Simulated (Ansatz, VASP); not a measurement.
**Two plane-wave programs on YN**

```
Y N
1.0
     0.00000    2.42833    2.42833
     2.42833    0.00000    2.42833
     2.42833    2.42833    0.00000
Y N
1 1
Cartesian
  0.0000 0.0000 0.0000
  2.4283 2.4283 2.4283
```

Alike in both runs: functional PBEsol; k mesh 10 × 10 × 10; occupations gaussian, width 0.01 eV; no spin polarisation.

Ansatz relaxed the structure, and its values are those at the end. VASP's run is a single point on that final structure, the one shown.

|  | VASP | Ansatz |
| --- | --- | --- |
| version | VASP 6.6.1 | Ansatz 0.2.0 |
| potentials or method | VASP PAW PBE potentials, release 64 (Y_sv, N), cutoff 600 eV | scalar-relativistic, plane waves, PAW |
| valence electrons in the cell | 16 | 16 |

```tsv
	VASP	Ansatz	Ansatz less VASP
gap on the k mesh at the Fermi level (eV)	0.07	0.07	+0.001
least direct gap on the mesh (eV)	0.44	0.45	+0.002
pressure (GPa)	-0.2	0.0	+0.23
```

VASP's potentials were made for PBE, not for PBEsol, and Ansatz warns of the same on its side. With one functional, cell and mesh, what is left measures potentials, basis and numerics.
